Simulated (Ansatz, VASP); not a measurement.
**As in VASP and in Ansatz**

The input INCAR:

```
SYSTEM = As
PREC     = Accurate       ! precision mode
ENCUT    = 520            ! plane-wave cutoff, eV
EDIFF    = 1E-7           ! SCF threshold, eV
ISMEAR   = -1             ! smearing method
SIGMA    = 0.02           ! smearing width, eV
LREAL    = .FALSE.        ! projectors in reciprocal space
LASPH    = .TRUE.         ! aspherical terms in the spheres
NELM     = 100            ! most SCF steps
ALGO     = Normal         ! electronic algorithm
ISIF     = 2              ! what is computed and relaxed
LWAVE    = .FALSE.        ! write WAVECAR
LCHARG   = .FALSE.        ! write CHGCAR
LDIPOL   = .TRUE.       
IDIPOL   = 3            
DIPOL    = 0.5 0.5 0.336
GGA      = PE             ! functional
NBANDS   = 18             ! bands
```

The input KPOINTS:

```
Automatic mesh
0
G
  6 8 1
  0 0 0
```

POSCAR

```
As
1.0
    4.8073442379      0.0000000000      0.0000000000
    0.0000000000      3.6338990649      0.0000000000
    0.0000000000      0.0000000000     28.2703730404
As
4
Direct
    0.0760355964      0.0000000000      0.3777315128
    0.4239644036      0.5000000000      0.3777315128
    0.5760355964      0.5000000000      0.2943501740
    0.9239644036      0.0000000000      0.2943501740
```

Input for Ansatz:

```yaml
crystal:
  lattice:
    - [4.8073442379, 0.0, 0.0]
    - [0.0, 3.6338990649, 0.0]
    - [0.0, 0.0, 28.2703730404]
  atoms:
    - { symbol: As, position: [0.0760355964, 0.0, 0.3777315128] }
    - { symbol: As, position: [0.4239644036, 0.5, 0.3777315128] }
    - { symbol: As, position: [0.5760355964, 0.5, 0.294350174] }
    - { symbol: As, position: [0.9239644036, 0.0, 0.294350174] }
  periodic: [true, true, false]
kpoints:
  mp_grid: { grid: [6, 8, 1] }
  band_path:
    path: [[0.0, 0.0, 0.0], [0.5, 0.0, 0.0], [0.5, 0.5, 0.0], [0.0, 0.5, 0.0]]
    npoints: 1
hamiltonian:
  xc: pbe
scf:
  occupations: { method: fermi_dirac, width: 0.02 }
  n_extra_bands: 5
output:
  forces: true
  stress: true
  eigenvalues: true
```

Alike in both runs: task single point; functional PBE; k mesh 6 × 8 × 1; occupations fermi-dirac, width 0.02 eV; no spin polarisation.

|  | VASP | Ansatz |
| --- | --- | --- |
| version | VASP 6.6.1 | Ansatz 0.2.0 |
| potentials or method | VASP PAW PBE potentials, release 64 (As) | plane waves, PAW |
| plane-wave cutoff (eV) | 520 | 420 |
| valence electrons in the cell | 20 | 60 |

```tsv
	VASP	Ansatz	Ansatz less VASP
gap on the k mesh at the Fermi level (eV)	0.91	0.92	+0.014
rms of the force components (eV/Å)	0.232	0.195	-0.0365
```

Atom by atom the forces differ by 0.037 eV/Å (rms over components). The functional is the same, so the differences come from potentials, cutoffs and numerics. VASP's potentials hold 20 valence electrons a cell and Ansatz's 60, so a difference there can come from the potentials and not from the codes.
